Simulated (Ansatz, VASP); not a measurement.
**One calculation of Zn4HO4, two programs**

```
Zn O H
1.0
     5.51481    0.00000    0.00000
     0.00000    5.51481    0.00000
     0.00000    0.00000    3.24301
Zn O H
4 4 1
Direct
  0.18207 0.18207 0.50000
  0.81793 0.81793 0.50000
  0.68207 0.31793 0.00000
  0.31793 0.68207 0.00000
  0.81800 0.18200 0.50000
  0.18200 0.81800 0.50000
  0.68200 0.68200 0.00000
  0.31800 0.31800 0.00000
  0.00004 0.18200 0.40000
```

Alike in both runs: task single point; functional PBEsol; k mesh 4 × 4 × 8; occupations gaussian, width 0.05 eV; no spin polarisation.

|  | VASP | Ansatz |
| --- | --- | --- |
| version | VASP 6.6.1 | Ansatz 0.2.0 |
| potentials or method | VASP PAW PBE potentials, release 64 (Zn, O, H), cutoff 520 eV | scalar-relativistic, plane waves, PAW |
| valence electrons in the cell | 73 | 73 |

|  | VASP | Ansatz | Ansatz less VASP |
| --- | --- | --- | --- |
| gap on the k mesh at the Fermi level (eV) | none | none | - |
| pressure (GPa) | 22.7 | 21.2 | -1.57 |
| traceless stress, the component that is largest in VASP (GPa) | 24.99 | 23.81 | -1.174 |
| rms of the force components (eV/Å) | 5.966 | 5.727 | -0.2385 |

VASP's potentials were made for PBE, not for PBEsol, and Ansatz warns of the same on its side. Atom by atom the forces differ by 0.243 eV/Å (rms over components). A gap of «none» marks a metal or a gap that the smearing closes. The functional is the same, so the differences come from potentials, cutoffs and numerics.
